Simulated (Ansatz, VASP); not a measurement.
**CsPbCl3 in VASP and in Ansatz**

INCAR

```
  PREC = Accurate
  ENCUT = 520
  EDIFF = 1E-6
  ISMEAR = 0
  SIGMA = 0.05
  LREAL = False
  LASPH = True
  NELM = 60
  ALGO = Normal
  ISIF = 2
  LWAVE = False
  LCHARG = False
  GGA = PE
  NBANDS = 30
```

KPOINTS

```
regular mesh
0
Gamma
  6 6 6
```

POSCAR

```
CsPbCl3
1.0
    5.6261407380      0.3516337961      0.3516337961
    0.3516337961      5.6261407380      0.3516337961
    0.3516337961      0.3516337961      5.6261407380
Cs Pb Cl
1 1 3
Direct
    0.0000000000      0.0000000000      0.0000000000
    0.5000000000      0.5000000000      0.5000000000
    0.0000000000      0.5000000000      0.5000000000
    0.5000000000      0.0000000000      0.5000000000
    0.5000000000      0.5000000000      0.0000000000
```

Input for Ansatz:

```yaml
crystal:
  lattice:
    - [5.626140738, 0.3516337961, 0.3516337961]
    - [0.3516337961, 5.626140738, 0.3516337961]
    - [0.3516337961, 0.3516337961, 5.626140738]
  atoms:
    - { symbol: Cs, position: [0.0, 0.0, 0.0] }
    - { symbol: Pb, position: [0.5, 0.5, 0.5] }
    - { symbol: Cl, position: [0.0, 0.5, 0.5] }
    - { symbol: Cl, position: [0.5, 0.0, 0.5] }
    - { symbol: Cl, position: [0.5, 0.5, 0.0] }
basis:
  ecutwfc: 420
kpoints:
  mp_grid: { grid: [6, 6, 6] }
hamiltonian:
  xc: pbe
scf:
  occupations: { method: gaussian, width: 0.05 }
output:
  forces: true
  stress: true
  eigenvalues: true
```

Alike in both runs: task single point; functional PBE; k mesh 6 × 6 × 6; occupations gaussian, width 0.05 eV; no spin polarisation.

```csv
,VASP,Ansatz
version,VASP 6.6.1,Ansatz 0.2.0
potentials or method,"VASP PAW PBE potentials, release 64 (Cs_sv, Pb_d, Cl), cutoff 520 eV","scalar-relativistic, plane waves, PAW"
valence electrons in the cell,44,44
```

|  | VASP | Ansatz | Ansatz less VASP |
| --- | --- | --- | --- |
| gap on the k mesh at the Fermi level (eV) | 1.82 | 1.81 | -0.007 |
| least direct gap on the mesh (eV) | 1.82 | 1.81 | -0.007 |
| pressure (GPa) | 1.5 | 1.6 | +0.05 |
| traceless stress, the component that is largest in VASP (GPa) | -0.66 | -0.65 | +0.005 |

Spin-orbit coupling is off throughout.
